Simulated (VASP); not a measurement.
# HfO2 (R3m) in VASP: a series of runs

Runs on HfO2. Level: PBE. Tasks: single point.

Program: VASP 6.6.1. These are calculated values, not measurements. Logs are shortened: lines on timing, memory, paths and dates and some standing lists are left out, and cuts for length are marked.

**1. The cell of the first run**

The structure is trigonal, space group R3m (No. 160). The conventional cell has a = 3.617 Å, b = 3.617 Å, c = 8.859 Å, α = 90.00°, β = 90.00°, γ = 120.00°. Hf (site symmetry 3m) has 8 O at 2.01 to 2.42 Å within 2.7 Å. Within 2.9 Å of O (site symmetry 3m) lie 4 Hf at 2.15 to 2.42 Å and 6 O at 2.56 Å. O (site symmetry 3m) has 4 Hf at 2.01 to 2.29 Å and 6 O at 2.56 Å within 2.7 Å.

**2. Single point, PBE (atoms displaced along a vibrational mode)**

Contents of INCAR:

```
SYSTEM = HfO2
  ALGO = Normal
  EDIFF = 1E-7
  ENCUT = 520
  GGA = PE
  ISIF = 2
  ISMEAR = 0
  LASPH = .True.
  LCHARG = .True.
  LELF = .True.
  LREAL = .False.
  LVHAR = .True.
  LWAVE = .False.
  NBANDS = 18
  NELM = 60
  PREC = Accurate
  SIGMA = 0.05
```

Contents of KPOINTS:

```
k-points
0
Gamma
  8 8 8
  0 0 0
```

Contents of POSCAR:

```
HfO2
1.0
    0.0000000000      2.5575000000      2.5575000000
    2.5575000000      0.0000000000      2.5575000000
    2.5575000000      2.5575000000      0.0000000000
Hf O
1 2
Direct
   -0.0035411604     -0.0035411604     -0.0035411604
    0.2697529418      0.2697529418      0.2697529418
    0.7697529418      0.7697529418      0.7697529418
```

Potentials or basis: VASP PAW PBE potentials, release 64 (Hf_pv, O).

The run is started by

```
cat potpaw_PBE.64/Hf_pv/POTCAR potpaw_PBE.64/O/POTCAR > POTCAR
mpirun -np 1 vasp_std > vasp.out
```

OUTCAR:

```text
SYSTEM = HfO2
   EDIFF = 1E-7
   ENCUT = 520
   GGA = PE
   ISIF = 2
   ISMEAR = 0
   LASPH = .True.
   LREAL = .False.
   NELM = 60
   PREC = Accurate

 ion  position               nearest neighbor table
   1  0.996  0.996  0.996-   3 2.01   2 2.15   2 2.15   2 2.15   3 2.29   3 2.29   3 2.29   2 2.42

   2  0.270  0.270  0.270-   1 2.15   1 2.15   1 2.15   1 2.42
   3  0.770  0.770  0.770-   1 2.01   1 2.29   1 2.29   1 2.29

  LATTYP: Found a face centered cubic cell.
 ALAT       =     5.1150000000

  Lattice vectors:

 A1 = (   0.0000000000,   2.5575000000,   2.5575000000)
 A2 = (   2.5575000000,   0.0000000000,   2.5575000000)
 A3 = (   2.5575000000,   2.5575000000,   0.0000000000)

Analysis of symmetry for initial positions (statically):
=====================================================================
 Subroutine PRICEL returns:
 Original cell was already a primitive cell.

 Routine SETGRP: Setting up the symmetry group for a
 face centered cubic supercell.

 Subroutine GETGRP returns: Found  6 space group operations
 (whereof  6 operations were pure point group operations)
 out of a pool of 48 trial point group operations.

The static configuration has the point symmetry C_3v.

Analysis of symmetry for dynamics (positions and initial velocities):
=====================================================================
 Subroutine PRICEL returns:
 Original cell was already a primitive cell.

 Routine SETGRP: Setting up the symmetry group for a
 face centered cubic supercell.

 Subroutine GETGRP returns: Found  6 space group operations
 (whereof  6 operations were pure point group operations)
 out of a pool of 48 trial point group operations.

The dynamic configuration has the point symmetry C_3v.

 Subroutine INISYM returns: Found  6 space group operations
 (whereof  6 operations are pure point group operations),
 and found     1 'primitive' translations

----------------------------------------------------------------------------------------

                                     Primitive cell

  volume of cell :      33.4562

  direct lattice vectors                    reciprocal lattice vectors
     0.000000000  2.557500000  2.557500000    -0.195503421  0.195503421  0.195503421
     2.557500000  0.000000000  2.557500000     0.195503421 -0.195503421  0.195503421
     2.557500000  2.557500000  0.000000000     0.195503421  0.195503421 -0.195503421

  length of vectors
     3.616851186  3.616851186  3.616851186     0.338621859  0.338621859  0.338621859

  position of ions in fractional coordinates (direct lattice)
     0.996458840  0.996458840  0.996458840
     0.269752942  0.269752942  0.269752942
     0.769752942  0.769752942  0.769752942

  ion indices of the primitive-cell ions
   primitive index   ion index
                 1           1
                 2           2
                 3           3

----------------------------------------------------------------------------------------

 KPOINTS: k-points

Automatic generation of k-mesh.
 Grid dimensions read from file:
 generate k-points for:    8    8    8

 Generating k-lattice:

  Cartesian coordinates                     Fractional coordinates (reciprocal lattice)
    -0.024437928  0.024437928  0.024437928     0.125000000  0.000000000  0.000000000
     0.024437928 -0.024437928  0.024437928     0.000000000  0.125000000  0.000000000
     0.024437928  0.024437928 -0.024437928     0.000000000  0.000000000  0.125000000

  Length of vectors
     0.042327732  0.042327732  0.042327732

  Shift w.r.t. Gamma in fractional coordinates (k-lattice)
     0.000000000  0.000000000  0.000000000

 Subroutine IBZKPT returns following result:
 ===========================================

 Found     65 irreducible k-points:

 Following reciprocal coordinates:
            Coordinates               Weight
  0.000000  0.000000  0.000000      1.000000
  0.125000  0.000000  0.000000      6.000000
  0.125000  0.125000  0.125000      2.000000
  0.250000  0.000000  0.000000      6.000000
  0.250000  0.250000  0.250000      2.000000
  0.375000  0.000000  0.000000      6.000000
[... 16 lines left out ...]
 -0.250000  0.125000  0.000000     12.000000
  0.125000  0.125000  0.375000      6.000000
 [... further k-points ...]
   k-points           NKPTS =     65   k-points in BZ     NKDIM =     65   number of bands    NBANDS=     18
   number of dos      NEDOS =    301   number of ions     NIONS =      3
   total plane-waves  NPLWV =  21952
   dimension x,y,z NGX =    28 NGY =   28 NGZ =   28
   dimension x,y,z NGXF=    56 NGYF=   56 NGZF=   56
   ions per type =               1   2
   NGX,Y,Z   is equivalent  to a cutoff of  12.87, 12.87, 12.87 a.u.
   NGXF,Y,Z  is equivalent  to a cutoff of  25.74, 25.74, 25.74 a.u.
 SYSTEM =  HfO2
   PREC   = accura    normal or accurate (medium, high low for compatibility)
   ISTART =      0    job   : 0-new  1-cont  2-samecut
   ICHARG =      2    charge: 1-file 2-atom 10-const
   ISPIN  =      1    spin polarized calculation?
   LNONCOLLINEAR =      F non collinear calculations
   LSORBIT =      F    spin-orbit coupling
   LASPH  =      T    aspherical Exc in radial PAW
   ENCUT  =  520.0 eV  38.22 Ry    6.18 a.u.   6.72  6.72  6.72*2*pi/ulx,y,z
   NELM   =     60;   NELMIN=  2; NELMDL= -5     # of ELM steps
   EDIFF  = 0.1E-06   stopping-criterion for ELM
   LREAL  =      F    real-space projection
   EDIFFG = 0.1E-05   stopping-criterion for IOM
   NSW    =      0    number of steps for IOM
   IBRION =     -1    ionic relax: 0-MD 1-quasi-New 2-CG
   NFREE  =      0    steps in history (QN), initial steepest desc. (CG)
   ISIF   =      2    stress and relaxation
   ISYM   =      2    0-nonsym 1-usesym 2-fastsym
   POTIM  = 0.5000    time-step for ionic-motion
   TEBEG  =    0.0;   TEEND  =   0.0 temperature during run
   PSTRESS=    0.0 pullay stress
   NELECT =      22.0000    total number of electrons
   NUPDOWN=      -1.0000    fix difference up-down
   EMIN   =  10.00;   EMAX   =-10.00  energy-range for DOS
   EFERMI =   0.00;   METHOD = LEGACY
   ISMEAR =     0;   SIGMA  =   0.05  broadening in eV -4-tet -1-fermi 0-gaus
   EFERMI_NEDOS =   21; number of points for ismear=-14 and -15
   IALGO  =     38    algorithm
   IMIX   =      4    mixing-type and parameters
     AMIX     =   0.40;   BMIX     =  1.00
     AMIX_MAG =   1.60;   BMIX_MAG =  1.00
  volume/ion in A,a.u.               =      11.15        75.26
  Fermi-wavevector in a.u.,A,eV,Ry     =   1.423607  2.690227 27.574337  2.026657
  Thomas-Fermi vector in A             =   2.544186
   LORBIT       =      0    0 simple, 1 ext, 2 COOP (PROOUT), +10 PAW based schemes
   GGA     = PE    functional components
   LHFCALC =     F    Hartree Fock is set to
   AEXX    =    0.0000 exact exchange contribution
   IVDW    =     0    specifies the selected vdW correction
   LEPSILON=     F    determine dielectric tensor
   LRPA    =     F    only Hartree local field effects (RPA)
 non-spin polarized calculation
 Gauss-broadening in eV      SIGMA  =   0.05
  energy-cutoff  :      520.00
  volume of cell :       33.46
 maximum number of plane-waves:       934
   NGX = 13   NGY = 13   NGZ = 13

 number of electron      21.9999996 magnetization

 Free energy of the ion-electron system (eV)
  ---------------------------------------------------
  ext. energy  EPLUGINS =         0.00000000
  ---------------------------------------------------
  free energy    TOTEN  =       -30.12748092 eV

  energy without entropy =      -30.12748092  energy(sigma->0) =      -30.12748092

 E-fermi :   4.3367     XC(G=0): -11.6807

 val. band max:        4.0636123007   @ k =   0.5000   0.5000   0.0000
 cond. band min:       7.9030620156   @ k =   0.5000   0.5000   0.0000
 fundamental gap:      3.8394497150
 Fermi energy:         4.3367418876

 k-point     1 :       0.0000    0.0000    0.0000
  band No.  band energies     occupation
      1     -25.7237      2.00000
      2     -25.6719      2.00000
      3     -25.6719      2.00000
      4     -14.5296      2.00000
      5     -11.7786      2.00000
      6      -1.1373      2.00000
[... 10 lines left out ...]
     17      14.0228      0.00000
     18      17.9493      0.00000

 k-point     2 :       0.1250    0.0000    0.0000
  band No.  band energies     occupation
      1     -25.7532      2.00000
      2     -25.7107      2.00000
      3     -25.6786      2.00000
      4     -14.3361      2.00000
      5     -11.9132      2.00000
      6      -1.1425      2.00000
[... 10 lines left out ...]
     17      14.0766      0.00000
     18      17.4052      0.00000

 k-point     3 :       0.1250    0.1250    0.1250
  band No.  band energies     occupation
      1     -25.7856      2.00000
      2     -25.6786      2.00000
      3     -25.6786      2.00000
      4     -14.3329      2.00000
      5     -11.9180      2.00000
      6      -0.9955      2.00000
[... 10 lines left out ...]
     17      13.8358      0.00000
     18      17.5128      0.00000

 k-point     4 :       0.2500    0.0000    0.0000
  band No.  band energies     occupation
      1     -25.8847      2.00000
      2     -25.7389      2.00000
      3     -25.6947      2.00000
      4     -13.8728      2.00000
      5     -12.1937      2.00000
      6      -0.8482      2.00000
[... 375 lines left out ...]
      4     -13.3028      2.00000
      5     -12.3875      2.00000
      6      -0.5552      2.00000
[... 10 lines left out ...]
     17      14.3967      0.00000
     18      16.2336      0.00000

 k-point    23 :      -0.2500    0.1250    0.0000
  band No.  band energies     occupation
      1     -25.9300      2.00000
      2     -25.7754      2.00000
      3     -25.7183      2.00000
      4     -13.5815      2.00000
      5     -12.3407      2.00000
      6      -0.7476      2.00000
[... 10 lines left out ...]
     17      13.7498      0.00000
     18      16.4176      0.00000

 k-point    24 :       0.1250    0.1250    0.3750
  band No.  band energies     occupation
      1     -25.9468      2.00000
      2     -25.7782      2.00000
      3     -25.6991      2.00000
      4     -13.5681      2.00000
      5     -12.3570      2.00000
      6      -0.7839      2.00000
[... 10 lines left out ...]
     17      13.6970      0.00000
     18      16.4605      0.00000

 [... further k-points ...]

------------------------ aborting loop because EDIFF is reached ----------------------------------------

  FORCE on cell =-STRESS in cart. coord.  units (eV):
  Direction    XX          YY          ZZ          XY          YZ          ZX
  --------------------------------------------------------------------------------------
  -------------------------------------------------------------------------------------
  Total       -0.3095527     -0.3095527     -0.3095527      0.5350251      0.5350251      0.5350251
  in kB      -14.8240973    -14.8240973    -14.8240973     25.6216940     25.6216940     25.6216940
  external PRESSURE =     -14.8240973 kB  Pullay stress =       0.0000000 kB

 VOLUME and BASIS-vectors are now :
 -----------------------------------------------------------------------------
  energy-cutoff  :      520.00
  volume of cell :       33.46
      direct lattice vectors                 reciprocal lattice vectors
     0.000000000  2.557500000  2.557500000    -0.195503421  0.195503421  0.195503421
     2.557500000  0.000000000  2.557500000     0.195503421 -0.195503421  0.195503421
     2.557500000  2.557500000  0.000000000     0.195503421  0.195503421 -0.195503421

 POSITION                                       TOTAL-FORCE (eV/Angst)
 -----------------------------------------------------------------------------------
      5.09689      5.09689      5.09689         0.723554      0.723554      0.723554
      1.37979      1.37979      1.37979        -0.059698     -0.059698     -0.059698
      3.93729      3.93729      3.93729        -0.663855     -0.663855     -0.663855
 -----------------------------------------------------------------------------------
    total drift:                                0.000369      0.000369      0.000369

  FREE ENERGIE OF THE ION-ELECTRON SYSTEM (eV)
  ---------------------------------------------------
  free  energy   TOTEN  =       -30.1274809209 eV

  energy  without entropy=      -30.1274809209  energy(sigma->0) =      -30.12748092
```

It took 33 s on 1 thread of Intel Xeon Platinum 8375C at 2.90GHz (Ice Lake), shared host; peak memory 0.18 GiB.

Results:

```yaml
Free_energy: -30.1275 eV
Pressure: -1.5 GPa
Largest_force: 1.253 eV/Å
Band_gap_on_the_k_mesh: 3.84 eV
```

Forces on the atoms (eV/Å):
```
Hf   0.724  0.724  0.724
O   -0.060 -0.060 -0.060
O   -0.664 -0.664 -0.664
```

Stress tensor (GPa, compression positive):
```
-1.48  2.56  2.56
 2.56 -1.48  2.56
 2.56  2.56 -1.48
```

Caveat: the cell differs from its parent crystal (atoms displaced along a vibrational mode); spin-orbit coupling is left out, which moves the levels of the heavy elements; forces of over 1 eV/Å act on the atoms, so gaps and moduli don't describe the material at rest.

**3. Single point, PBE (atoms displaced along a vibrational mode)**

Contents of INCAR:

```
SYSTEM = HfO2
ALGO = Normal
EDIFF = 1E-6
ENCUT = 520
GGA = PE
ISIF = 2
ISMEAR = 0
LASPH = .TRUE.
LCHARG = .TRUE.
LELF = .TRUE.
LREAL = .FALSE.
LVHAR = .TRUE.
LWAVE = .FALSE.
NBANDS = 18
NELM = 80
PREC = Accurate
SIGMA = 0.05
```

Contents of KPOINTS:

```
k-points
0
G
  8 8 8
  0 0 0
```

Contents of POSCAR:

```
HfO2
1.0
    0.0000000000      2.5575000000      2.5575000000
    2.5575000000      0.0000000000      2.5575000000
    2.5575000000      2.5575000000      0.0000000000
Hf O
1 2
Direct
   -0.0025294003     -0.0025294003     -0.0025294003
    0.2641092441      0.2641092441      0.2641092441
    0.7641092441      0.7641092441      0.7641092441
```

Potentials or basis: VASP PAW PBE potentials, release 64 (Hf_pv, O).

The run is started by

```
cat potpaw_PBE.64/Hf_pv/POTCAR potpaw_PBE.64/O/POTCAR > POTCAR
mpirun -np 1 vasp_std > vasp.out
```

OUTCAR:

```text
SYSTEM = HfO2
   EDIFF = 1E-6
   ENCUT = 520
   GGA = PE
   ISIF = 2
   ISMEAR = 0
   LASPH = .TRUE.
   LREAL = .FALSE.
   NELM = 80
   PREC = Accurate

 ion  position               nearest neighbor table
   1  0.997  0.997  0.997-   3 2.07   2 2.17   2 2.17   2 2.17   3 2.27   3 2.27   3 2.27   2 2.36

   2  0.264  0.264  0.264-   1 2.17   1 2.17   1 2.17   1 2.36
   3  0.764  0.764  0.764-   1 2.07   1 2.27   1 2.27   1 2.27

  LATTYP: Found a face centered cubic cell.
 ALAT       =     5.1150000000
[... 697 lines left out ...]

  FORCE on cell =-STRESS in cart. coord.  units (eV):
  Direction    XX          YY          ZZ          XY          YZ          ZX
  --------------------------------------------------------------------------------------
  -------------------------------------------------------------------------------------
  Total       -0.7819692     -0.7819692     -0.7819692      0.2621115      0.2621115      0.2621115
  in kB      -37.4475389    -37.4475389    -37.4475389     12.5521971     12.5521971     12.5521971
  external PRESSURE =     -37.4475389 kB  Pullay stress =       0.0000000 kB

 VOLUME and BASIS-vectors are now :
 -----------------------------------------------------------------------------
  energy-cutoff  :      520.00
  volume of cell :       33.46
      direct lattice vectors                 reciprocal lattice vectors
     0.000000000  2.557500000  2.557500000    -0.195503421  0.195503421  0.195503421
     2.557500000  0.000000000  2.557500000     0.195503421 -0.195503421  0.195503421
     2.557500000  2.557500000  0.000000000     0.195503421  0.195503421 -0.195503421

 POSITION                                       TOTAL-FORCE (eV/Angst)
 -----------------------------------------------------------------------------------
      5.10206      5.10206      5.10206         0.426262      0.426262      0.426262
      1.35092      1.35092      1.35092        -0.064233     -0.064233     -0.064233
      3.90842      3.90842      3.90842        -0.362029     -0.362029     -0.362029
 -----------------------------------------------------------------------------------
    total drift:                               -0.000115     -0.000115     -0.000115

  FREE ENERGIE OF THE ION-ELECTRON SYSTEM (eV)
  ---------------------------------------------------
  free  energy   TOTEN  =       -30.1852716247 eV

  energy  without entropy=      -30.1852716247  energy(sigma->0) =      -30.18527162
```

OSZICAR:

```text
N       E                     dE             d eps       ncg     rms          rms(c)
DAV:   1     0.921343761401E+02    0.92134E+02   -0.12584E+04  2340   0.120E+03
DAV:   2    -0.319243467595E+02   -0.12406E+03   -0.12029E+03  3030   0.287E+02
DAV:   3    -0.359671768158E+02   -0.40428E+01   -0.40288E+01  2684   0.461E+01
DAV:   4    -0.359900134474E+02   -0.22837E-01   -0.22831E-01  2846   0.394E+00
DAV:   5    -0.359901570909E+02   -0.14364E-03   -0.14364E-03  2624   0.287E-01    0.469E+01
DAV:   6    -0.303270389276E+02    0.56631E+01   -0.20698E+01  2378   0.324E+01    0.403E+01
DAV:   7    -0.302242481462E+02    0.10279E+00   -0.70213E-01  2636   0.686E+00    0.283E+01
DAV:   8    -0.302082269827E+02    0.16021E-01   -0.30502E-01  2544   0.503E+00    0.952E+00
DAV:   9    -0.301849023869E+02    0.23325E-01   -0.64775E-02  2446   0.219E+00    0.263E+00
DAV:  10    -0.301852446878E+02   -0.34230E-03   -0.34766E-03  2596   0.449E-01    0.963E-02
DAV:  11    -0.301852555817E+02   -0.10894E-04   -0.19052E-04  2712   0.111E-01    0.224E-01
DAV:  12    -0.301852707679E+02   -0.15186E-04   -0.46037E-05  2548   0.455E-02    0.152E-02
DAV:  13    -0.301852716247E+02   -0.85673E-06   -0.15991E-06  2536   0.964E-03
   1 F= -.30185272E+02 E0= -.30185272E+02  d E =-.191541E-22
```

stdout:

```text
POSCAR found type information on POSCAR HfO
 POSCAR found :  2 types and       3 ions
 scaLAPACK will be used
 LDA part: xc-table for (Slater+PW92), standard interpolation
 POSCAR, INCAR and KPOINTS ok, starting setup
 FFT: planning ... GRIDC
 FFT: planning ... GRID_SOFT
 FFT: planning ... GRID
 WAVECAR not read
 entering main loop
```

Wall time 29 s (1 thread of Intel Xeon Platinum 8375C at 2.90GHz (Ice Lake), shared host); peak memory 0.18 GiB.

Results:

```
Free energy            : -30.1853 eV
Pressure               : -3.7 GPa
Largest force          : 0.738 eV/Å
Band gap on the k mesh : 3.79 eV
```

Forces on the atoms (eV/Å):
```
Hf   0.426  0.426  0.426
O   -0.064 -0.064 -0.064
O   -0.362 -0.362 -0.362
```

Levels at points of the mesh, in eV from the valence-band top:
```
           k point  band 7  band 8  band 9  band 10  band 11  band 12  band 13  band 14  band 15  band 16
(0.00, 0.00, 0.00)   -5.19   -5.11   -0.78    -0.78    -0.63     4.04     4.04     5.57     9.92    10.02
(0.50, 0.00, 0.00)   -4.17   -3.03   -2.63    -1.90    -1.89     4.59     4.60     6.67     8.94     9.04
(0.50, 0.50, 0.50)   -4.22   -3.12   -2.62    -1.83    -1.83     4.57     4.57     6.32     9.09     9.09
(0.50, 0.50, 0.00)   -3.47   -3.44   -1.64    -1.46     0.00     3.79     5.35     6.47     7.76     8.02
```

Caveat: the cell differs from its parent crystal (atoms displaced along a vibrational mode); the cell stands under tension; spin-orbit coupling is left out, which moves the levels of the heavy elements. A k mesh can miss the band edges.
